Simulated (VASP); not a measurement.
Write the native input for VASP 6.6.1 that does the following.

```
Task                   : electric field gradients
Functional             : LDA
Potentials or basis    : VASP PAW LDA potentials, release 64 (Ce)
Cutoff                 : 520 eV
k mesh                 : 15 × 15 × 7
Occupations            : fermi-dirac, width 0.05 eV
Spin                   : no spin polarisation
Dipole correction      : no
Further INCAR settings : ALGO = Normal; EDIFF = 1e-08; NBANDS = 19
```

The structure of Ce lies in POSCAR:

```
Ce
1.0
    3.1844562779      0.0000000000      0.0000000000
   -1.5922281390      2.7578200339      0.0000000000
    0.0000000000      0.0000000000      5.9050029484
Ce
2
Direct
    0.3333333333      0.6666666667      0.2500000000
    0.6666666667      0.3333333333      0.7500000000
```

This isn't the form of Ce at room conditions, which is fcc.

These files were run (other wordings do the same):

INCAR

```
SYSTEM = Ce
PREC = Accurate
ENCUT = 520
EDIFF = 1E-8
ISMEAR = -1
SIGMA = 0.05
LREAL = .False.
LASPH = .True.
NELM = 60
ALGO = Normal
ISIF = 2
LWAVE = .False.
LCHARG = .False.
LEFG = .True.
NBANDS = 19
```

KPOINTS

```
regular mesh
0
Gamma
  15 15 7
  0 0 0
```

Potentials or basis: VASP PAW LDA potentials, release 64 (Ce).

Launch:

```bash
$ cat potpaw_LDA.64/Ce/POTCAR > POTCAR
$ mpirun -np 1 vasp_std > vasp.out
```

Results of the run:

```yaml
Pressure: -5.6 GPa
Band_gap_on_the_k_mesh: zero (bands 12 and 13 overlap by 0.54 eV)
Largest_electric_field_gradient_by_atom: Ce -126.4 V/Å²
```

Caveat: the cell stands under tension; without QUAD_EFG the Cq values of the log hold for a quadrupole moment of 1 mb, not for the nuclei; spin-orbit coupling is left out, which moves the levels of the heavy elements; semilocal functionals describe open f shells poorly, which spoils levels, moments and volumes.

It took 2.7 min on 1 thread of Oxide Virtual Turin-like Processor, with other jobs on the host, peak memory 0.2 GiB.
